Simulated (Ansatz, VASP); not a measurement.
**TaN in VASP and in Ansatz**

INCAR

```
SYSTEM = TaN
PREC = Accurate
ENCUT = 520
EDIFF = 1E-6
ISMEAR = -1
SIGMA = 0.01
LREAL = .FALSE.
LASPH = .TRUE.
NELM = 100
ALGO = Normal
ISIF = 2
LWAVE = .FALSE.
LCHARG = .FALSE.
GGA = PS
NBANDS = 24
```

KPOINTS

```
regular mesh
0
G
  11 11 6
  0 0 0
```

File POSCAR:

```
TaN
1.0
    2.9857803976      0.0000000000      0.0000000000
   -1.4928901988      2.5857616744      0.0000000000
    0.0000000000      0.0000000000      4.8176044827
Ta N
2 2
Direct
    0.0000000000      0.0000000000      0.0000000000
    0.0000000000      0.0000000000      0.5000000000
    0.3333333333      0.6666666667      0.2500000000
    0.6666666667      0.3333333333      0.7500000000
```

Input for Ansatz:

```yaml
crystal:
  lattice:
    - [2.9857803976, 0.0, 0.0]
    - [-1.4928901988, 2.5857616744, 0.0]
    - [0.0, 0.0, 4.8176044827]
  atoms:
    - { symbol: Ta, position: [0.0, 0.0, 0.0] }
    - { symbol: Ta, position: [0.0, 0.0, 0.5] }
    - { symbol: "N", position: [0.3333333333, 0.6666666667, 0.25] }
    - { symbol: "N", position: [0.6666666667, 0.3333333333, 0.75] }
kpoints:
  mp_grid: { grid: [11, 11, 6] }
  band_path:
    path:
      - [0.0, 0.0, 0.0]
      - [0.5, 0.0, 0.0]
      - [0.3333333333, 0.3333333333, 0.0]
      - [0.0, 0.0, 0.0]
      - [0.0, 0.0, 0.5]
      - [0.5, 0.0, 0.5]
      - [0.3333333333, 0.3333333333, 0.5]
      - [0.0, 0.0, 0.5]
      - [0.5, 0.0, 0.5]
    npoints: 5
scf:
  occupations: { method: fermi_dirac, width: 0.01 }
hamiltonian:
  xc: pbesol
  pseudopotentials: { kind: all_electron, lapw: { basis_error: 0.001 } }
output:
  forces: true
  stress: true
  eigenvalues: true
```

Change from the starting cell: volume scaled by 0.94.

Alike in both runs: task single point; functional PBEsol; k mesh 11 × 11 × 6; occupations fermi-dirac, width 0.01 eV; no spin polarisation.

|  | VASP | Ansatz |
| --- | --- | --- |
| version | VASP 6.6.1 | Ansatz 0.2.0 |
| potentials or method | VASP PAW PBE potentials, release 64 (Ta_pv, N), cutoff 520 eV | all-electron LAPW, scalar-relativistic |

Ansatz gave:

```
pressure (GPa)                                                : 83.4
traceless stress, the component that is largest in VASP (GPa) : 64.85
```

**Question.** Estimate VASP's values.

**Answer.** Pressure (GPa): 86.8; traceless stress, the component that is largest in VASP (GPa): 66.00.

VASP's potentials were made for PBE, not for PBEsol. Both programs put the cell under a high pressure, so it lies far from rest at this level. Ansatz ran all-electron here, and VASP with PAW potentials.

Spin-orbit coupling is off throughout. Noted on VASP's run: the cell as given lies far from equilibrium.
